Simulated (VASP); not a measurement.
Here is a VASP 6.6.1 calculation.

Contents of INCAR:

```
SYSTEM = WSe2
PREC     = Accurate       ! precision mode
ENCUT    = 520            ! plane-wave cutoff, eV
EDIFF    = 1E-6           ! SCF threshold, eV
ISMEAR   = 0              ! smearing method
SIGMA    = 0.05           ! smearing width, eV
LREAL    = .False.        ! projectors in reciprocal space
LASPH    = .True.         ! aspherical terms in the spheres
NELM     = 100            ! most SCF steps
ALGO     = Normal         ! electronic algorithm
ISIF     = 2              ! what is computed and relaxed
LWAVE    = .False.        ! write WAVECAR
LCHARG   = .False.        ! write CHGCAR
GGA      = PS             ! functional
NBANDS   = 20             ! bands
```

Contents of KPOINTS:

```
regular mesh
0
Gamma
  12 12 2
  0 0 0
```

The input POSCAR:

```
WSe2
1.0
    3.2702526784      0.0000000000      0.0000000000
   -1.6351263392      2.8321218963      0.0000000000
    0.0000000000      0.0000000000     16.6612169706
W Se
1 2
Direct
    0.0000000000      0.0000000000      0.0015004906
    0.3333333333      0.6666666667      0.1003992721
    0.3333333333      0.6666666667      0.8996007279
```

Potentials or basis: VASP PAW PBE potentials, release 64 (W_sv, Se).

Command:

```console
$ cat potpaw_PBE.64/W_sv/POTCAR potpaw_PBE.64/Se/POTCAR > POTCAR
$ mpirun -np 1 vasp_std > vasp.out
```

**Question.** Predict the band gap on the k mesh.

**Answer.** 1.68 eV (least direct gap 1.69 eV).

**Question.** What does it give for the largest force?

**Answer.** 0.748 eV/Å.

Forces on the atoms (eV/Å):
```
W    0.000  0.000 -0.748
Se   0.000  0.000  0.446
Se   0.000  0.000  0.303
```

Caveat: the cell differs from its parent crystal (all W atoms moved +0.025 Å, as atom 1 along Cartesian [0 0 1]); there is no dipole correction, which matters where the two faces differ; the PAW data sets were made with another functional, which shifts forces and pressure a little; spin-orbit coupling is left out, which moves the levels of the heavy elements.
